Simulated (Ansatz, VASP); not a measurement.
**AlN: VASP beside Ansatz**

```xyz
2
Lattice="0.0000 1.9376 1.9376 1.9376 0.0000 1.9376 1.9376 1.9376 0.0000" Properties=species:S:1:pos:R:3 pbc="T T T"
Al    0.0000    0.0000    0.0000
N     1.9376    1.9376    1.9376
```

Change from the starting cell: volume scaled by 0.94.

Alike in both runs: task single point; functional LDA; k mesh 10 × 10 × 10; occupations fermi-dirac, width 0.02 eV; no spin polarisation.

|  | VASP | Ansatz |
| --- | --- | --- |
| version | VASP 6.6.1 | Ansatz 0.2.0 |
| potentials or method | VASP PAW LDA potentials, release 64 (Al, N), cutoff 520 eV | all-electron LAPW, scalar-relativistic |

|  | VASP | Ansatz | Ansatz less VASP |
| --- | --- | --- | --- |
| gap on the k mesh at the Fermi level (eV) | 4.93 | 4.96 | +0.026 |
| pressure (GPa) | 36.1 | 35.0 | -1.11 |

LDA's correlation is that of Perdew and Zunger in VASP and of Perdew and Wang (1992) in Ansatz. Both programs put the cell under a high pressure, so it lies far from rest at this level. Ansatz ran all-electron here, and VASP with PAW potentials.
